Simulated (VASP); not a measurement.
# SnO2 (C2/m) in VASP: a series of runs

SnO2 is run at these levels: PBE+D3(BJ); tasks: single point.

All numbers are computed with VASP 6.6.1; they aren't measurements. Logs are shortened: lines on timing, memory, paths and dates and some standing lists are left out, and cuts for length are marked.

## 1. The cell of the first run

Symmetry: C2/m, No. 12, monoclinic system. Conventional cell: a = 5.607 Å, b = 3.237 Å, c = 13.721 Å, α = 90.00°, β = 94.69°, γ = 90.00°. Sn (site symmetry 2/m) has 6 O at 2.12 Å within 2.8 Å. Within 2.8 Å of Sn (site symmetry m) lie 6 O at 2.12 Å. Within 2.8 Å of O (site symmetry m) lie 3 Sn at 2.12 Å and 3 O at 2.72 Å. Within 2.8 Å of O (site symmetry m) lie 3 Sn at 2.12 Å and 3 O at 2.72 Å. Within 2.8 Å of O (site symmetry m) lie 3 Sn at 2.12 Å and 3 O at 2.72 Å.

## 2. Single point, PBE+D3(BJ)

Input file INCAR:

```
ALGO = Normal ; EDIFF = 1E-6
ENCUT = 520 ; GGA = PE
ISIF = 2 ; ISMEAR = 0
IVDW = 12 ; LASPH = T
LCHARG = F ; LREAL = F
LWAVE = F ; NBANDS = 49
NELM = 100 ; PREC = Accurate
SIGMA = 0.05
```

Input file KPOINTS:

```
k-points
0
Gamma
  9 9 2
```

Input file POSCAR:

```
SnO2
1.0
   -3.2372529198      0.0000000000      0.0000000000
   -1.6186264599     -2.8035432670      0.0000000000
   -3.8847035037     -2.2428346137     13.6754773976
Sn O
3 6
Direct
    0.2900787688      0.2900787688      0.4707348724
    0.8744790696     -0.1255209304      0.1569011630
   -0.2943215321     -0.2943215321      0.7845685818
    0.4831994662      0.4831994662      0.2293340005
    0.3143988646     -0.6856011354      0.8570014193
   -0.1012008346     -0.1012008346      0.5431677099
    0.0969580713      0.0969580713      0.7121357442
    0.6813583721     -0.3186416279      0.3983020348
    0.2657586730      0.2657586730      0.0844683255
```

Potentials or basis: VASP PAW PBE potentials, release 64 (Sn_d, O).

Run with:

```console
$ cat potpaw_PBE.64/Sn_d/POTCAR potpaw_PBE.64/O/POTCAR > POTCAR
$ mpirun -np 1 vasp_std > vasp.out
```

OUTCAR:

```text
EDIFF = 1E-6
   ENCUT = 520
   GGA = PE
   ISIF = 2
   ISMEAR = 0
   IVDW = 12
   LASPH = T
   LREAL = F
   NELM = 100
   PREC = Accurate
 IVDW          = 12

 ion  position               nearest neighbor table
   1  0.290  0.290  0.471-   6 2.12   6 2.12   8 2.12   6 2.12   8 2.12   8 2.12
   2  0.874  0.874  0.157-   4 2.12   9 2.12   9 2.12   4 2.12   4 2.12   9 2.12
   3  0.706  0.706  0.785-   5 2.12   5 2.12   5 2.12   7 2.12   7 2.12   7 2.12
   4  0.483  0.483  0.229-   2 2.12   2 2.12   2 2.12
   5  0.314  0.314  0.857-   3 2.12   3 2.12   3 2.12
   6  0.899  0.899  0.543-   1 2.12   1 2.12   1 2.12
   7  0.097  0.097  0.712-   3 2.12   3 2.12   3 2.12
   8  0.681  0.681  0.398-   1 2.12   1 2.12   1 2.12
   9  0.266  0.266  0.084-   2 2.12   2 2.12   2 2.12

  LATTYP: Found a base centered monoclinic cell.
 ALAT       =     5.6070865340
 B/A-ratio  =     0.5773502692
 C/A-ratio  =     2.4471496101
 COS(beta)  =    -0.0817277371

  Lattice vectors:

 A1 = (  -3.2372529198,   0.0000000000,   0.0000000000)
 A2 = (  -1.6186264599,  -2.8035432670,   0.0000000000)
 A3 = (   0.9711758760,   0.5607086533,  13.6754773976)

Analysis of symmetry for initial positions (statically):
=====================================================================
 Subroutine PRICEL returns:
 Original cell was already a primitive cell.

 Routine SETGRP: Setting up the symmetry group for a
 base centered monoclinic supercell.

 Subroutine GETGRP returns: Found  4 space group operations
 (whereof  2 operations were pure point group operations)
 out of a pool of  4 trial point group operations.

The static configuration has the point symmetry C_1h.
 The point group associated with its full space group is C_2h.

Analysis of symmetry for dynamics (positions and initial velocities):
=====================================================================
 Subroutine PRICEL returns:
 Original cell was already a primitive cell.

 Routine SETGRP: Setting up the symmetry group for a
 base centered monoclinic supercell.

 Subroutine GETGRP returns: Found  4 space group operations
 (whereof  2 operations were pure point group operations)
 out of a pool of  4 trial point group operations.

The dynamic configuration has the point symmetry C_1h.
 The point group associated with its full space group is C_2h.

 Subroutine INISYM returns: Found  4 space group operations
[... 116 lines left out ...]
   NFREE  =      0    steps in history (QN), initial steepest desc. (CG)
   ISIF   =      2    stress and relaxation
   ISYM   =      2    0-nonsym 1-usesym 2-fastsym
   POTIM  = 0.5000    time-step for ionic-motion
   TEBEG  =    0.0;   TEEND  =   0.0 temperature during run
   PSTRESS=    0.0 pullay stress
   NELECT =      78.0000    total number of electrons
   NUPDOWN=      -1.0000    fix difference up-down
   EMIN   =  10.00;   EMAX   =-10.00  energy-range for DOS
   EFERMI =   0.00;   METHOD = LEGACY
   ISMEAR =     0;   SIGMA  =   0.05  broadening in eV -4-tet -1-fermi 0-gaus
   EFERMI_NEDOS =   21; number of points for ismear=-14 and -15
   IALGO  =     38    algorithm
   IMIX   =      4    mixing-type and parameters
     AMIX     =   0.40;   BMIX     =  1.00
     AMIX_MAG =   1.60;   BMIX_MAG =  1.00
  volume/ion in A,a.u.               =      13.79        93.06
  Fermi-wavevector in a.u.,A,eV,Ry     =   1.402268  2.649902 26.753876  1.966354
  Thomas-Fermi vector in A             =   2.525046
   LORBIT       =      0    0 simple, 1 ext, 2 COOP (PROOUT), +10 PAW based schemes
   GGA     = PE    functional components
   LHFCALC =     F    Hartree Fock is set to
   AEXX    =    0.0000 exact exchange contribution
   IVDW    =    12    specifies the selected vdW correction
   LEPSILON=     F    determine dielectric tensor
   LRPA    =     F    only Hartree local field effects (RPA)
 non-spin polarized calculation
 Gauss-broadening in eV      SIGMA  =   0.05
  energy-cutoff  :      520.00
  volume of cell :      124.12
 maximum number of plane-waves:      3384
   NGX = 13   NGY = 13   NGZ = 53

 number of electron      77.9999990 magnetization

 Free energy of the ion-electron system (eV)
  ---------------------------------------------------
  ext. energy  EPLUGINS =         0.00000000
  ---------------------------------------------------
  free energy    TOTEN  =       -54.49579977 eV

  energy without entropy =      -54.49579977  energy(sigma->0) =      -54.49579977

 E-fermi :   4.2892     XC(G=0): -10.2860

 val. band max:        4.0299263831   @ k =  -0.1111   0.1111  -0.0000
 cond. band min:       5.7767031596   @ k =   0.0000   0.0000   0.0000
 fundamental gap:      1.7467767765
 Fermi energy:         4.2891953585

 k-point     1 :       0.0000    0.0000    0.0000
  band No.  band energies     occupation
      1     -16.1362      2.00000
      2     -16.1305      2.00000
      3     -16.1303      2.00000
      4     -15.8890      2.00000
      5     -15.8890      2.00000
      6     -15.8822      2.00000
[... 1237 lines left out ...]
     48      14.4745      0.00000
     49      15.3752      0.00000

 [... further k-points ...]

------------------------ aborting loop because EDIFF is reached ----------------------------------------

 Edisp (eV)   -1.69712

 E8    (eV) :    -0.6723

  FORCE on cell =-STRESS in cart. coord.  units (eV):
  Direction    XX          YY          ZZ          XY          YZ          ZX
  --------------------------------------------------------------------------------------
  -------------------------------------------------------------------------------------
  Total       0.21481     0.18714     0.33157     0.02397    -0.06956    -0.12048
  in kB       2.77294     2.41571     4.28013     0.30937    -0.89793    -1.55526
  external pressure =        3.16 kB  Pullay stress =        0.00 kB

 VOLUME and BASIS-vectors are now :
 -----------------------------------------------------------------------------
  energy-cutoff  :      520.00
  volume of cell :      124.12
      direct lattice vectors                 reciprocal lattice vectors
    -3.237252920  0.000000000  0.000000000    -0.308903884  0.178345741 -0.058498872
    -1.618626460 -2.803543267  0.000000000     0.000000000 -0.356691481 -0.058498872
    -3.884703504 -2.242834614 13.675477398     0.000000000  0.000000000  0.073123590

 POSITION                                       TOTAL-FORCE (eV/Angst)
 -----------------------------------------------------------------------------------
     -3.23725     -1.86903      6.43752         0.000000     -0.000000      0.000000
     -4.85588     -2.80354      2.14570        -0.002617     -0.001511      0.117938
     -6.47451     -3.73806     10.72935         0.002617      0.001511     -0.117938
     -3.23725     -1.86903      3.13625        -0.001940     -0.001120      0.061826
     -4.85588     -2.80354     11.71990         0.030117      0.017388      0.225579
     -6.47451     -3.73806      7.42808         0.000037      0.000021      0.055334
     -3.23725     -1.86903      9.73880         0.001940      0.001120     -0.061826
     -4.85588     -2.80354      5.44697        -0.000037     -0.000021     -0.055334
     -1.61863     -0.93451      1.15514        -0.030117     -0.017388     -0.225579
 -----------------------------------------------------------------------------------
    total drift:                               -0.000083     -0.000048     -0.000085

  FREE ENERGIE OF THE ION-ELECTRON SYSTEM (eV)
  ---------------------------------------------------
  free  energy   TOTEN  =       -56.1929225921 eV

  energy  without entropy=      -56.1929225921  energy(sigma->0) =      -56.19292259
```

OSZICAR:

```text
N       E                     dE             d eps       ncg     rms          rms(c)
DAV:   1     0.109286887209E+04    0.10929E+04   -0.37822E+04  5668   0.243E+03
DAV:   2     0.144949635456E+03   -0.94792E+03   -0.90011E+03  5260   0.722E+02
DAV:   3    -0.490729740482E+02   -0.19402E+03   -0.18891E+03  5427   0.249E+02
DAV:   4    -0.630009571013E+02   -0.13928E+02   -0.13776E+02  5922   0.746E+01
DAV:   5    -0.634240166224E+02   -0.42306E+00   -0.42245E+00  5744   0.134E+01    0.185E+01
DAV:   6    -0.543493799860E+02    0.90746E+01   -0.30969E+01  7877   0.688E+01    0.706E+00
DAV:   7    -0.545536781118E+02   -0.20430E+00   -0.36675E+00  5457   0.904E+00    0.399E+00
DAV:   8    -0.545094993172E+02    0.44179E-01   -0.38626E-01  7467   0.486E+00    0.112E+00
DAV:   9    -0.544935185480E+02    0.15981E-01   -0.91138E-02  7726   0.351E+00    0.174E-01
DAV:  10    -0.544954669364E+02   -0.19484E-02   -0.11621E-02  6197   0.980E-01    0.887E-02
DAV:  11    -0.544957646862E+02   -0.29775E-03   -0.10817E-03  6983   0.299E-01    0.246E-02
DAV:  12    -0.544958013126E+02   -0.36626E-04   -0.12538E-04  6718   0.668E-02    0.220E-02
DAV:  13    -0.544958002836E+02    0.10290E-05   -0.21900E-05  6431   0.468E-02    0.516E-03
DAV:  14    -0.544957997749E+02    0.50874E-06   -0.35330E-06  5128   0.138E-02
   1 F= -.56192923E+02 E0= -.56192923E+02  d E =-.135260E-14
```

stdout:

```text
POSCAR found type information on POSCAR SnO
 POSCAR found :  2 types and       9 ions
 scaLAPACK will be used
 LDA part: xc-table for (Slater+PW92), standard interpolation
 POSCAR, INCAR and KPOINTS ok, starting setup
 FFT: planning ... GRIDC
 FFT: planning ... GRID_SOFT
 FFT: planning ... GRID
 WAVECAR not read
 entering main loop
```

It took 2.9 min on 1 thread of Intel Xeon 6975P-C (Granite Rapids), shared host; peak memory 0.39 GiB.

What came out:

```
Free energy                : -56.1929 eV
Pressure                   : 0.3 GPa
Largest force              : 0.228 eV/Å
Band gap on the k mesh     : 1.75 eV, indirect (least direct gap 1.83 eV)
Dispersion energy per atom : -0.189 eV
```

Forces on the atoms (eV/Å):
```
Sn   0.000  0.000  0.000
Sn  -0.003 -0.002  0.118
Sn   0.003  0.002 -0.118
O   -0.002 -0.001  0.062
O    0.030  0.017  0.226
O    0.000  0.000  0.055
O    0.002  0.001 -0.062
O    0.000  0.000 -0.055
O   -0.030 -0.017 -0.226
```

Stress tensor (GPa, compression positive):
```
 0.28  0.03 -0.16
 0.03  0.24 -0.09
-0.16 -0.09  0.43
```

Caveat: spin-orbit coupling is left out, which moves the levels of the heavy elements.

(Part 1 of 2 ends here.)
